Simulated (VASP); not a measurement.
# In (Im-3m) in VASP: further runs, part 2 of 2

VASP 6.6.1.

## Step 4: Single point, PBE-based screened hybrid

This run uses another cell than the first one, of 27.75 Å³/atom, 1.061 times its volume.

POSCAR reads:

```
In
1.0
   -1.9072981498      1.9072981498      1.9072981498
    1.9072981498     -1.9072981498      1.9072981498
    1.9072981498      1.9072981498     -1.9072981498
In
1
Direct
    0.0000000000      0.0000000000      0.0000000000
```

INCAR.step1 reads:

```
PREC = Accurate
ENCUT = 520
EDIFF = 1E-5
ISMEAR = -1
SIGMA = 0.05
LREAL = False
LASPH = True
NELM = 80
ALGO = Normal
ISIF = 2
LWAVE = True
LCHARG = False
GGA = PE
NBANDS = 12
```

INCAR.step2 reads:

```
PREC = Accurate
ENCUT = 520
EDIFF = 1E-6
ISMEAR = -1
SIGMA = 0.05
LREAL = False
LASPH = True
NELM = 80
ALGO = Normal
ISIF = 2
LWAVE = False
LCHARG = False
GGA = PE
LHFCALC = True
AEXX = 0.25
HFSCREEN = 0.3
PRECFOCK = Normal
ISTART = 1
NBANDS = 12
```

KPOINTS reads:

```
regular mesh
0
Gamma
  5 5 5
```

Potentials or basis: VASP PAW PBE potentials, release 64 (In_d).

Run with:

```bash
cat potpaw_PBE.64/In_d/POTCAR > POTCAR
cp INCAR.step1 INCAR
mpirun -np 1 vasp_std > vasp.out
cp INCAR.step2 INCAR
mpirun -np 1 vasp_std > vasp.out
```

OUTCAR:

```text
PREC = Accurate
   ENCUT = 520
   EDIFF = 1E-6
   ISMEAR = -1
   LREAL = False
   LASPH = True
   NELM = 80
   ISIF = 2
   GGA = PE
   LHFCALC = True
   AEXX = 0.25
   HFSCREEN = 0.3
   PRECFOCK = Normal
   ISTART = 1

 ion  position               nearest neighbor table
   1  0.000  0.000  0.000-

  LATTYP: Found a body centered cubic cell.
 ALAT       =     3.8145962996

  Lattice vectors:

 A1 = (  -1.9072981498,   1.9072981498,   1.9072981498)
 A2 = (   1.9072981498,  -1.9072981498,   1.9072981498)
 A3 = (   1.9072981498,   1.9072981498,  -1.9072981498)

Analysis of symmetry for initial positions (statically):
=====================================================================
 Subroutine PRICEL returns:
 Original cell was already a primitive cell.

 Routine SETGRP: Setting up the symmetry group for a
 body centered cubic supercell.
[... 159 lines left out ...]

 val. band max:        6.4108166614   @ k =  -0.4000  -0.4000   0.2000
 cond. band min:       6.8031438536   @ k =   0.2000   0.2000   0.2000
 fundamental gap:      0.3923271922
 Fermi energy:         6.7754933888

 k-point     1 :       0.0000    0.0000    0.0000
  band No.  band energies     occupation
      1      -9.6813      2.00000
      2      -9.6813      2.00000
      3      -9.6813      2.00000
      4      -9.4394      2.00000
      5      -9.4394      2.00000
      6      -3.3098      2.00000
      7      18.1601      0.00000
      8      18.1601      0.00000
      9      18.1601      0.00000
     10      20.2747      0.00000
     11      20.2747      0.00000
     12      20.2747      0.00000
[... 121 lines left out ...]
 k-point    10 :      -0.4000    0.4000    0.4000
  band No.  band energies     occupation
      1      -9.7343      2.00000
      2      -9.7052      2.00000
      3      -9.3739      2.00000
      4      -9.3739      2.00000
      5      -9.3585      2.00000
      6       4.5476      2.00000
      7       8.7967      0.00000
      8       8.7967      0.00000
      9       9.5402      0.00000
     10      12.5703      0.00000
     11      15.1807      0.00000
     12      25.8843      0.00000

------------------------ aborting loop because EDIFF is reached ----------------------------------------

  FORCE on cell =-STRESS in cart. coord.  units (eV):
  Direction    XX          YY          ZZ          XY          YZ          ZX
  --------------------------------------------------------------------------------------
  -------------------------------------------------------------------------------------
  Total       -0.3005594     -0.3005594     -0.3005594      0.0000000      0.0000000     -0.0000000
  in kB      -17.3510245    -17.3510245    -17.3510245      0.0000000      0.0000000     -0.0000000
  external PRESSURE =     -17.3510245 kB  Pullay stress =       0.0000000 kB

 VOLUME and BASIS-vectors are now :
 -----------------------------------------------------------------------------
  energy-cutoff  :      520.00
  volume of cell :       27.75
      direct lattice vectors                 reciprocal lattice vectors
    -1.907298150  1.907298150  1.907298150     0.000000000  0.262150939  0.262150939
     1.907298150 -1.907298150  1.907298150     0.262150939  0.000000000  0.262150939
     1.907298150  1.907298150 -1.907298150     0.262150939  0.262150939  0.000000000

 POSITION                                       TOTAL-FORCE (eV/Angst)
 -----------------------------------------------------------------------------------
      0.00000      0.00000      0.00000        -0.000000     -0.000000     -0.000000
 -----------------------------------------------------------------------------------
    total drift:                                0.000002      0.000002     -0.000000

  FREE ENERGIE OF THE ION-ELECTRON SYSTEM (eV)
  ---------------------------------------------------
  free  energy   TOTEN  =        -2.7869755062 eV

  energy  without entropy=       -2.7707221232  energy(sigma->0) =       -2.77884881
```

OUTCAR.step1:

```text
PREC = Accurate
   ENCUT = 520
   EDIFF = 1E-5
   ISMEAR = -1
   LREAL = False
[... 349 lines left out ...]

 POSITION                                       TOTAL-FORCE (eV/Angst)
 -----------------------------------------------------------------------------------
      0.00000      0.00000      0.00000         0.000000      0.000000      0.000000
 -----------------------------------------------------------------------------------
    total drift:                               -0.000000      0.000000      0.000000

  FREE ENERGIE OF THE ION-ELECTRON SYSTEM (eV)
  ---------------------------------------------------
  free  energy   TOTEN  =        -2.5232405075 eV

  energy  without entropy=       -2.5073850611  energy(sigma->0) =       -2.51531278
```

Run time: 5.6 min. Hardware: 1 thread of AMD EPYC 7R13 (Zen 3), shared host; peak memory 0.23 GiB.

Results:

```yaml
Free_energy: -2.7870 eV
Pressure: -1.7 GPa
```

Caveat: the k points lie up to 0.47 Å⁻¹ apart; the PAW data sets were made with another functional, which shifts forces and pressure a little; spin-orbit coupling is left out, which moves the levels of the heavy elements.

## Step 5: Single point, PBE-based screened hybrid

This run uses another cell than the first one, of 28.29 Å³/atom, 1.082 times its volume.

POSCAR reads:

```
In
1.0
   -1.9194468732      1.9194468732      1.9194468732
    1.9194468732     -1.9194468732      1.9194468732
    1.9194468732      1.9194468732     -1.9194468732
In
1
Direct
    0.0000000000      0.0000000000      0.0000000000
```

INCAR.step1 reads:

```
SYSTEM = In
PREC = Accurate ; ENCUT = 520
EDIFF = 1E-5 ; ISMEAR = -1
SIGMA = 0.05 ; LREAL = .FALSE.
LASPH = .TRUE. ; NELM = 100
ALGO = Normal ; ISIF = 2
LWAVE = .TRUE. ; LCHARG = .FALSE.
GGA = PE ; NBANDS = 12
```

INCAR.step2 reads:

```
SYSTEM = In
PREC = Accurate ; ENCUT = 520
EDIFF = 1E-6 ; ISMEAR = -1
SIGMA = 0.05 ; LREAL = .FALSE.
LASPH = .TRUE. ; NELM = 100
ALGO = Normal ; ISIF = 2
LWAVE = .FALSE. ; LCHARG = .FALSE.
GGA = PE ; LHFCALC = .TRUE.
AEXX = 0.25 ; HFSCREEN = 0.3
PRECFOCK = Normal ; ISTART = 1
NBANDS = 12
```

KPOINTS reads:

```
regular mesh
0
G
  5 5 5
  0 0 0
```

Run with:

```bash
cat potpaw_PBE.64/In_d/POTCAR > POTCAR
cp INCAR.step1 INCAR
mpirun -np 1 vasp_std > vasp.out
cp INCAR.step2 INCAR
mpirun -np 1 vasp_std > vasp.out
```

Wall time 4.8 min (1 thread of AMD EPYC 7R13 (Zen 3), shared host); peak memory 0.23 GiB.

The run converged. Its results:

| Item | Value |
| --- | --- |
| Free energy | -2.7811 eV |
| Pressure | -2.3 GPa |

Levels at points of the mesh, in eV from the Fermi level:
```csv
k point,band 4,band 5,band 6,band 7,band 8,band 9
"(0.00, 0.00, 0.00)",-16.20,-16.20,-9.94,11.18,11.18,11.18
```

Caveat: the k points lie up to 0.46 Å⁻¹ apart; the PAW data sets were made with another functional, which shifts forces and pressure a little; spin-orbit coupling is left out, which moves the levels of the heavy elements.

## Step 6: The runs side by side

```csv
cell,gap on the mesh (eV),pressure (GPa)
"a = 3.239 Å, angles 109.5°, 1 atom",none,0.5
"a = 3.282 Å, angles 109.5°, 1 atom",none,-1.1
"a = 3.304 Å, angles 109.5°, 1 atom",none,-1.7
"a = 3.325 Å, angles 109.5°, 1 atom",none,-2.3
```

Alike in all rows: task single point; level PBE-based screened hybrid; potentials or basis VASP PAW PBE potentials, release 64 (In_d); no spin polarisation; k mesh 5 × 5 × 5; cutoff (eV) 520; smearing fermi-dirac 0.05 eV.

Caveats: all runs use coarse meshes; the PAW data sets were made with another functional, which shifts forces and pressure a little; spin-orbit coupling is left out, which moves the levels of the heavy elements.

Total energies depend on the potentials used, so only differences within one code and one set of settings carry meaning.
